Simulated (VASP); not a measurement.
Runs of VASP 6.6.1 on C. The cells are those of the table. 

```csv
cell,gap on the mesh (eV),pressure (GPa),largest force (eV/Å)
"a = 3.650, b = 2.465, c = 10.269 Å, angles 92.3, 73.3, 90.0°, 10 atoms",none,(a),5.86
"a = 3.650, b = 2.465, c = 10.652 Å, angles 92.2, 73.9, 90.0°, 10 atoms",-,(b),4.46
"a = 3.650, b = 2.465, c = 10.382 Å, angles 87.7, 80.4, 90.0°, 10 atoms",none,-3.3,2.08
"a = 3.650, b = 2.465, c = 10.030 Å, angles 92.3, 72.9, 90.0°, 10 atoms",none,9.3,5.50
"a = 3.650, b = 2.465, c = 9.988 Å, angles 87.6, 80.0, 90.0°, 10 atoms",none,-1.9,2.84
```

Alike in all rows: task single point; level PBE+D3(BJ); potentials or basis VASP PAW PBE potentials, release 64 (C); no spin polarisation; k mesh 7 × 11 × 3; cutoff (eV) 520; smearing gaussian 0.05 eV.

Q: Fill in the values left out.

A: (a) 4.9; (b) -1.1.

Caveats: forces of over 1 eV/Å act on the atoms, so gaps and moduli don't describe the material at rest; the cell stands under pressure (at least some runs); the cell stands under tension (at least some runs).

A gap of «none» marks levels without a gap at the run's occupations.
